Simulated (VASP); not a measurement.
# Au (Fm-3m) in VASP: notebook

Aim: see how the results for Au move with the level of theory and the settings. Levels: r2SCAN+U, PBEsol, pbe exchange, lyp correlation. Tasks: single point.

All numbers are computed with VASP 6.6.1; they aren't measurements. Logs are shortened: lines on timing, memory, paths and dates and some standing lists are left out, and cuts for length are marked.

## (1) The cell of the first run

It takes space group Fm-3m (No. 225, cubic). Conventional cell: a = 4.070 Å, b = 4.070 Å, c = 4.070 Å, α = 90.00°, β = 90.00°, γ = 90.00°. Au (site symmetry m-3m) has 12 Au at 2.88 Å within 3.8 Å.

## (2) Single point, r2SCAN+U

POSCAR reads:

```
Au
1.0
    0.0000000000      2.0350000000      2.0350000000
    2.0350000000      0.0000000000      2.0350000000
    2.0350000000      2.0350000000      0.0000000000
Au
1
Direct
    0.0000000000      0.0000000000      0.0000000000
```

INCAR.step1 reads:

```
PREC     = Accurate       # precision mode
ENCUT    = 550            # plane-wave cutoff, eV
ISMEAR   = -5             # smearing method
SIGMA    = 0.05           # smearing width, eV
LREAL    = F              # projectors in reciprocal space
LASPH    = T              # aspherical terms in the spheres
NELM     = 200            # most SCF steps
LMAXMIX  = 4              # l up to which the mixer works
LDAU     = T              # DFT+U
LDAUTYPE = 2            
LDAUL    = 2              # shell
LDAUU    = 4.5            # U, eV
LDAUJ    = 0            
NBANDS   = 12             # bands
GGA      = PE             # functional
ALGO     = Normal         # electronic algorithm
EDIFF    = 1E-5           # SCF threshold, eV
LWAVE    = T              # write WAVECAR
LCHARG   = F              # write CHGCAR
GGA_COMPAT= F
```

INCAR.step2 reads:

```
PREC     = Accurate       # precision mode
ENCUT    = 550            # plane-wave cutoff, eV
EDIFF    = 1E-6           # SCF threshold, eV
ISMEAR   = -5             # smearing method
SIGMA    = 0.05           # smearing width, eV
LREAL    = F              # projectors in reciprocal space
LASPH    = T              # aspherical terms in the spheres
NELM     = 200            # most SCF steps
ALGO     = Normal         # electronic algorithm
ISIF     = 2              # what is computed and relaxed
LWAVE    = F              # write WAVECAR
LCHARG   = F              # write CHGCAR
LMAXMIX  = 4              # l up to which the mixer works
LDAU     = T              # DFT+U
LDAUTYPE = 2            
LDAUL    = 2              # shell
LDAUU    = 4.5            # U, eV
LDAUJ    = 0            
LDAUPRINT= 1            
METAGGA  = R2SCAN         # meta-GGA
LMIXTAU  = T            
NBANDS   = 12             # bands
ISTART   = 1            
GGA_COMPAT= F
```

KPOINTS reads:

```
regular mesh
0
Gamma
  11 11 11
```

Potentials or basis: VASP PAW PBE potentials, release 64 (Au).

The run is started by

```bash
> cat potpaw_PBE.64/Au/POTCAR > POTCAR
> cp INCAR.step1 INCAR
> mpirun -np 1 vasp_std > vasp.out
> cp INCAR.step2 INCAR
> mpirun -np 1 vasp_std > vasp.out
```

OUTCAR:

```text
PREC = Accurate
   ENCUT = 550
   EDIFF = 1E-6
   ISMEAR = -5
   LREAL = F
   LASPH = T
   NELM = 200
   ISIF = 2
   METAGGA = R2SCAN
   ISTART = 1

 ion  position               nearest neighbor table
   1  0.000  0.000  0.000-

  LATTYP: Found a face centered cubic cell.
 ALAT       =     4.0700000000

  Lattice vectors:

 A1 = (   0.0000000000,   2.0350000000,   2.0350000000)
 A2 = (   2.0350000000,   0.0000000000,   2.0350000000)
 A3 = (   2.0350000000,   2.0350000000,   0.0000000000)

Analysis of symmetry for initial positions (statically):
=====================================================================
 Subroutine PRICEL returns:
 Original cell was already a primitive cell.

 Routine SETGRP: Setting up the symmetry group for a
 face centered cubic supercell.

 Subroutine GETGRP returns: Found 48 space group operations
 (whereof 48 operations were pure point group operations)
 out of a pool of 48 trial point group operations.

The static configuration has the point symmetry O_h .

Analysis of symmetry for dynamics (positions and initial velocities):
=====================================================================
 Subroutine PRICEL returns:
 Original cell was already a primitive cell.

 Routine SETGRP: Setting up the symmetry group for a
 face centered cubic supercell.

 Subroutine GETGRP returns: Found 48 space group operations
 (whereof 48 operations were pure point group operations)
 out of a pool of 48 trial point group operations.

The dynamic configuration has the point symmetry O_h .

 Subroutine INISYM returns: Found 48 space group operations
 (whereof 48 operations are pure point group operations),
 and found     1 'primitive' translations

----------------------------------------------------------------------------------------

                                     Primitive cell

  volume of cell :      16.8548

  direct lattice vectors                    reciprocal lattice vectors
     0.000000000  2.035000000  2.035000000    -0.245700246  0.245700246  0.245700246
     2.035000000  0.000000000  2.035000000     0.245700246 -0.245700246  0.245700246
     2.035000000  2.035000000  0.000000000     0.245700246  0.245700246 -0.245700246

  length of vectors
     2.877924599  2.877924599  2.877924599     0.425565309  0.425565309  0.425565309

  position of ions in fractional coordinates (direct lattice)
     0.000000000  0.000000000  0.000000000

  ion indices of the primitive-cell ions
   primitive index   ion index
                 1           1

----------------------------------------------------------------------------------------

 KPOINTS: regular mesh

Automatic generation of k-mesh.
 Grid dimensions read from file:
 generate k-points for:   11   11   11

 Generating k-lattice:

  Cartesian coordinates                     Fractional coordinates (reciprocal lattice)
    -0.022336386  0.022336386  0.022336386     0.090909091  0.000000000  0.000000000
     0.022336386 -0.022336386  0.022336386     0.000000000  0.090909091  0.000000000
     0.022336386  0.022336386 -0.022336386     0.000000000  0.000000000  0.090909091

  Length of vectors
     0.038687755  0.038687755  0.038687755

  Shift w.r.t. Gamma in fractional coordinates (k-lattice)
     0.000000000  0.000000000  0.000000000

 TETIRR: Found    201 inequivalent tetrahedra from     7986

 Subroutine IBZKPT returns following result:
 ===========================================

 Found     56 irreducible k-points:

 Following reciprocal coordinates:
            Coordinates               Weight
  0.000000  0.000000  0.000000      1.000000
  0.090909  0.000000  0.000000      8.000000
  0.181818  0.000000  0.000000      8.000000
  0.272727  0.000000  0.000000      8.000000
  0.363636  0.000000  0.000000      8.000000
  0.454545  0.000000  0.000000      8.000000
[... 16 lines left out ...]
 -0.272727  0.181818  0.000000     24.000000
 -0.181818  0.181818  0.000000     12.000000
 [... further k-points ...]
   k-points           NKPTS =     56   k-points in BZ     NKDIM =     56   number of bands    NBANDS=     12
   number of dos      NEDOS =    301   number of ions     NIONS =      1
   total plane-waves  NPLWV =  13824
   dimension x,y,z NGX =    24 NGY =   24 NGZ =   24
   dimension x,y,z NGXF=    48 NGYF=   48 NGZF=   48
   ions per type =               1
   NGX,Y,Z   is equivalent  to a cutoff of  13.86, 13.86, 13.86 a.u.
   NGXF,Y,Z  is equivalent  to a cutoff of  27.73, 27.73, 27.73 a.u.
 SYSTEM =  unknown system
   PREC   = accura    normal or accurate (medium, high low for compatibility)
   ISTART =      1    job   : 0-new  1-cont  2-samecut
   ICHARG =      0    charge: 1-file 2-atom 10-const
   ISPIN  =      1    spin polarized calculation?
   LNONCOLLINEAR =      F non collinear calculations
   LSORBIT =      F    spin-orbit coupling
   LASPH  =      T    aspherical Exc in radial PAW
   ENCUT  =  550.0 eV  40.42 Ry    6.36 a.u.   5.50  5.50  5.50*2*pi/ulx,y,z
   NELM   =    200;   NELMIN=  2; NELMDL=  0     # of ELM steps
   EDIFF  = 0.1E-05   stopping-criterion for ELM
   LREAL  =      F    real-space projection
   EDIFFG = 0.1E-04   stopping-criterion for IOM
   NSW    =      0    number of steps for IOM
   IBRION =     -1    ionic relax: 0-MD 1-quasi-New 2-CG
   NFREE  =      0    steps in history (QN), initial steepest desc. (CG)
   ISIF   =      2    stress and relaxation
   ISYM   =      2    0-nonsym 1-usesym 2-fastsym
   POTIM  = 0.5000    time-step for ionic-motion
   TEBEG  =    0.0;   TEEND  =   0.0 temperature during run
   PSTRESS=    0.0 pullay stress
   NELECT =      11.0000    total number of electrons
   NUPDOWN=      -1.0000    fix difference up-down
   EMIN   =  10.00;   EMAX   =-10.00  energy-range for DOS
   EFERMI =   0.00;   METHOD = LEGACY
   ISMEAR =    -5;   SIGMA  =   0.05  broadening in eV -4-tet -1-fermi 0-gaus
   EFERMI_NEDOS =   21; number of points for ismear=-14 and -15
   IALGO  =     38    algorithm
   IMIX   =      4    mixing-type and parameters
     AMIX     =   0.40;   BMIX     =  1.00
     AMIX_MAG =   1.60;   BMIX_MAG =  1.00
  volume/ion in A,a.u.               =      16.85       113.74
  Fermi-wavevector in a.u.,A,eV,Ry     =   1.420032  2.683470 27.436005  2.016489
  Thomas-Fermi vector in A             =   2.540990
   LORBIT       =      0    0 simple, 1 ext, 2 COOP (PROOUT), +10 PAW based schemes
 LDA+U is selected, type is set to LDAUTYPE =  2
   angular momentum for each species LDAUL =     2
   U (eV)           for each species LDAUU =   4.5
   J (eV)           for each species LDAUJ =   0.0
   METAGGA = R2SCAN    functional components
   LHFCALC =     F    Hartree Fock is set to
   AEXX    =    0.0000 exact exchange contribution
   IVDW    =     0    specifies the selected vdW correction
   LEPSILON=     F    determine dielectric tensor
   LRPA    =     F    only Hartree local field effects (RPA)
 non-spin polarized calculation
 Fermi weights with tetrahedron method with Bloechl corrections
  energy-cutoff  :      550.00
  volume of cell :       16.85
 maximum number of plane-waves:       531
 NGX is ok and might be reduce to    24
   NGX = 11   NGY = 11   NGZ = 11

atom =   1  type =  1  l = 2

 onsite density matrix

spin component  1

  0.9022 -0.0000 -0.0000 -0.0000 -0.0000
 -0.0000  0.9022  0.0000  0.0000  0.0000
 -0.0000  0.0000  0.9159 -0.0000 -0.0000
 -0.0000  0.0000 -0.0000  0.9022  0.0000
 -0.0000  0.0000 -0.0000  0.0000  0.9159

spin component  2

  0.9022 -0.0000 -0.0000 -0.0000 -0.0000
 -0.0000  0.9022  0.0000  0.0000  0.0000
 -0.0000  0.0000  0.9159 -0.0000 -0.0000
 -0.0000  0.0000 -0.0000  0.9022  0.0000
 -0.0000  0.0000 -0.0000  0.0000  0.9159

 occupancies and eigenvectors

  o =  0.9022  v =  1.0000  0.0000  0.0000  0.0000  0.0000  0.0000  0.0000  0.0000  0.0000  0.0000      0.0000  0.0000  0.0000  0.0000  0.0000  0.0000  0.0000  0.0000  0.0000  0.0000
  o =  0.9022  v =  0.0000  0.0000  0.0000  0.0000  0.0000  1.0000  0.0000  0.0000  0.0000  0.0000      0.0000  0.0000  0.0000  0.0000  0.0000  0.0000  0.0000  0.0000  0.0000  0.0000
  o =  0.9022  v =  0.0000  0.0886 -0.0000  0.9961  0.0000  0.0000  0.0000  0.0000  0.0000  0.0000      0.0000  0.0000  0.0000  0.0000  0.0000  0.0000  0.0000  0.0000  0.0000  0.0000
  o =  0.9022  v =  0.0000  0.0000  0.0000  0.0000  0.0000  0.0000  0.0886 -0.0000  0.9961  0.0000      0.0000  0.0000  0.0000  0.0000  0.0000  0.0000  0.0000  0.0000  0.0000  0.0000
  o =  0.9022  v =  0.0000 -0.9961  0.0000  0.0886  0.0000  0.0000  0.0000  0.0000  0.0000  0.0000      0.0000  0.0000  0.0000  0.0000  0.0000  0.0000  0.0000  0.0000  0.0000  0.0000
  o =  0.9022  v =  0.0000  0.0000  0.0000  0.0000  0.0000  0.0000 -0.9961  0.0000  0.0886  0.0000      0.0000  0.0000  0.0000  0.0000  0.0000  0.0000  0.0000  0.0000  0.0000  0.0000
  o =  0.9159  v =  0.0000  0.0000  0.0000  0.0000  0.0000  0.0000  0.0000  0.8638 -0.0000  0.5039      0.0000  0.0000  0.0000  0.0000  0.0000  0.0000  0.0000  0.0000  0.0000  0.0000
  o =  0.9159  v =  0.0000  0.0000  0.8638 -0.0000  0.5039  0.0000  0.0000  0.0000  0.0000  0.0000      0.0000  0.0000  0.0000  0.0000  0.0000  0.0000  0.0000  0.0000  0.0000  0.0000
  o =  0.9159  v =  0.0000  0.0000  0.0000  0.0000  0.0000  0.0000 -0.0000 -0.5039 -0.0000  0.8638      0.0000  0.0000  0.0000  0.0000  0.0000  0.0000  0.0000  0.0000  0.0000  0.0000
  o =  0.9159  v =  0.0000 -0.0000 -0.5039 -0.0000  0.8638  0.0000  0.0000  0.0000  0.0000  0.0000      0.0000  0.0000  0.0000  0.0000  0.0000  0.0000  0.0000  0.0000  0.0000  0.0000

 number of electron      10.9999999 magnetization

 Free energy of the ion-electron system (eV)
  ---------------------------------------------------
  ext. energy  EPLUGINS =         0.00000000
  ---------------------------------------------------
  free energy    TOTEN  =       -48.48112324 eV

  energy without entropy =      -48.48112324  energy(sigma->0) =      -48.48112324

 E-fermi :   9.1106     XC(G=0): -13.5280

 val. band max:        8.8467451847   @ k =   0.4545   0.2727   0.0000
 cond. band min:       9.1534700506   @ k =   0.4545   0.3636   0.0000
 fundamental gap:      0.3067248659
 Fermi energy:         9.1106457232

 k-point     1 :       0.0000    0.0000    0.0000
  band No.  band energies     occupation
      1      -0.5598      2.00000
      2       3.0786      2.00000
      3       3.0786      2.00000
      4       3.0786      2.00000
      5       4.5535      2.00000
      6       4.5535      2.00000
      7      24.8802      0.00000
      8      28.9857      0.00000
      9      28.9857      0.00000
     10      28.9857      0.00000
     11      34.1436      0.00000
     12      37.3960      0.00000

 k-point     2 :       0.0909    0.0000    0.0000
  band No.  band energies     occupation
      1      -0.2639      2.00000
      2       3.0052      2.00000
      3       3.1797      2.00000
      4       3.1797      2.00000
      5       4.5172      2.00000
      6       4.5172      2.00000
      7      25.1379      0.00000
      8      27.2650      0.00000
      9      29.2863      0.00000
     10      29.2864      0.00000
     11      34.6438      0.00000
     12      36.4917      0.00000
[... 316 lines left out ...]
 k-point    24 :      -0.1818    0.1818    0.0000
  band No.  band energies     occupation
      1       1.7860      2.00000
      2       2.5612      2.00000
      3       3.3891      2.00000
      4       3.9685      2.00000
      5       3.9918      2.00000
      6       6.1068      2.00000
      7      21.3936      0.00000
      8      23.1046      0.00000
      9      28.1001      0.00000
     10      29.7040      0.00000
     11      31.8963      0.00000
     12      35.1343      0.00000

 [... further k-points ...]

------------------------ aborting loop because EDIFF is reached ----------------------------------------

  FORCE on cell =-STRESS in cart. coord.  units (eV):
  Direction    XX          YY          ZZ          XY          YZ          ZX
  --------------------------------------------------------------------------------------
  -------------------------------------------------------------------------------------
  Total        0.4719442      0.4719442      0.4719442      0.0000000     -0.0000000     -0.0000000
  in kB       44.8619322     44.8619322     44.8619322      0.0000000     -0.0000000     -0.0000000
  external PRESSURE =      44.8619322 kB  Pullay stress =       0.0000000 kB

 VOLUME and BASIS-vectors are now :
 -----------------------------------------------------------------------------
  energy-cutoff  :      550.00
  volume of cell :       16.85
      direct lattice vectors                 reciprocal lattice vectors
     0.000000000  2.035000000  2.035000000    -0.245700246  0.245700246  0.245700246
     2.035000000  0.000000000  2.035000000     0.245700246 -0.245700246  0.245700246
     2.035000000  2.035000000  0.000000000     0.245700246  0.245700246 -0.245700246

 POSITION                                       TOTAL-FORCE (eV/Angst)
 -----------------------------------------------------------------------------------
      0.00000      0.00000      0.00000        -0.000000      0.000000      0.000000
 -----------------------------------------------------------------------------------
    total drift:                               -0.000000      0.000000      0.000000

  FREE ENERGIE OF THE ION-ELECTRON SYSTEM (eV)
  ---------------------------------------------------
  free  energy   TOTEN  =       -48.4811232427 eV

  energy  without entropy=      -48.4811232427  energy(sigma->0) =      -48.48112324
```

Run time: 49 s. Hardware: 1 thread of AMD EPYC 7R43 (Zen 3), shared host; peak memory 0.12 GiB.

What came out:

```
Free energy            : -48.4811 eV
Pressure               : 4.5 GPa
Band gap on the k mesh : zero (an odd number of electrons rules out a gap without spin polarisation)
```

Eigenvalues of the final occupation matrices:
```tsv
site	spin	trace	eigenvalues
site 1 d	1	4.54	0.90 0.90 0.90 0.92 0.92
site 1 d	2	4.54	0.90 0.90 0.90 0.92 0.92
```

Caveat: the cell stands under pressure; the PAW data sets were made with another functional, which shifts forces and pressure a little; spin-orbit coupling is left out, which moves the levels of the heavy elements; U without spin polarisation on a metal has little footing; the U is typed as a test and isn't derived for this compound; tetrahedron occupations give inexact forces and stress in metals.

## (3) Single point, PBEsol, non-collinear spin, zero start, spin-orbit coupling

INCAR reads:

```
SYSTEM = Au
ALGO = Normal ; EDIFF = 1E-6
ENCUT = 500 ; GGA = PS
GGA_COMPAT = .FALSE. ; ISIF = 2
ISMEAR = 0 ; LASPH = .TRUE.
LCHARG = .FALSE. ; LMAXMIX = 4
LORBIT = 11 ; LORBMOM = .TRUE.
LREAL = .FALSE. ; LSORBIT = .TRUE.
LWAVE = .FALSE. ; MAGMOM = 0 0 0
NBANDS = 22 ; NELM = 200
PREC = Accurate ; SIGMA = 0.01
```

KPOINTS reads:

```
k-points
0
G
  8 8 8
  0 0 0
```

POSCAR is that of step 2.

Potentials or basis: VASP PAW PBE potentials, release 64 (Au).

The run is started by

```bash
> cat potpaw_PBE.64/Au/POTCAR > POTCAR
> mpirun -np 1 vasp_ncl > vasp.out
```

Run time: 18 s. Hardware: 1 thread of AMD EPYC 9R45 (Zen 5), shared host; peak memory 0.17 GiB.

The run converged. Its results:

```
Free energy                                           : -4.1761 eV
Pressure                                              : 1.4 GPa
Net moment                                            : 0.00 μB per cell
Valence electrons inside the program's atomic spheres : Au 9.65
```

Moments on the atoms (μB; x, y, z):
```
Au  0.00 0.00 0.00
```

Caveat: the PAW data sets were made with another functional, which shifts forces and pressure a little.

## (4) Single point, pbe exchange, lyp correlation, non-collinear spin, zero start, spin-orbit coupling

INCAR reads:

```
PREC     = Accurate       # precision mode
ENCUT    = 500            # plane-wave cutoff, eV
EDIFF    = 1E-6           # SCF threshold, eV
ISMEAR   = -1             # smearing method
SIGMA    = 0.1            # smearing width, eV
LREAL    = False          # projectors in reciprocal space
LASPH    = True           # aspherical terms in the spheres
NELM     = 200            # most SCF steps
ALGO     = Normal         # electronic algorithm
ISIF     = 2              # what is computed and relaxed
LWAVE    = False          # write WAVECAR
LCHARG   = True           # write CHGCAR
MAGMOM   = 0 0 0          # initial moments
LORBIT   = 11             # projections on sites
LSORBIT  = True           # spin-orbit coupling
GGA_COMPAT= False        
LORBMOM  = True         
LMAXMIX  = 4              # l up to which the mixer works
GGA      = LIBXC          # functional
LIBXC1   = GGA_X_PBE    
LIBXC2   = GGA_C_LYP    
LVHAR    = True         
NBANDS   = 22             # bands
```

KPOINTS reads:

```
regular mesh
0
Gamma
  8 8 8
```

POSCAR is that of step 3.

The run is started by

```bash
> cat potpaw_PBE.64/Au/POTCAR > POTCAR
> mpirun -np 1 vasp_ncl > vasp.out
```

It took 12 s on 1 thread of Intel Xeon 6975P-C (Granite Rapids), shared host; peak memory 0.2 GiB.

Results (log left out):

| Property | Result |
| --- | --- |
| Free energy | -2.7065 eV |
| Pressure | 22.4 GPa |
| Net moment | 0.00 μB per cell |
| Valence electrons inside the program's atomic spheres | Au 9.71 |

Moments on the atoms (μB; x, y, z):
```
Au  0.00 0.00 0.00
```

Caveat: the cell stands under pressure; the PAW data sets were made with another functional, which shifts forces and pressure a little.

## (5) Overview

```tsv
level	spin	U	k mesh	cutoff (eV)	smearing	pressure (GPa)	moment (μB)
r2SCAN+U	off	Au d U = 4.5 eV	11 × 11 × 11	550	tetrahedron	4.5	-
PBEsol	non-collinear, zero start, SOC	-	8 × 8 × 8	500	gaussian 0.01 eV	1.4	0.00
pbe exchange, lyp correlation	non-collinear, zero start, SOC	-	8 × 8 × 8	500	fermi-dirac 0.1 eV	22.4	0.00
```

Alike in all rows: task single point; potentials or basis VASP PAW PBE potentials, release 64 (Au); cell as given.

The pressure there spans 1.4 GPa (PBEsol) to 22.4 GPa (pbe exchange, lyp correlation); a positive pressure means that this level wants a larger cell, a negative one a smaller.

Caveats: the PAW data sets were made with another functional, which shifts forces and pressure a little; the cell stands under pressure (at least some runs); spin-orbit coupling is left out, which moves the levels of the heavy elements (at least some runs); U without spin polarisation on a metal has little footing (at least some runs); the U is typed as a test and isn't derived for this compound (at least some runs); tetrahedron occupations give inexact forces and stress in metals (at least some runs).

Total energies depend on the potentials used, so only differences within one code and one set of settings carry meaning.
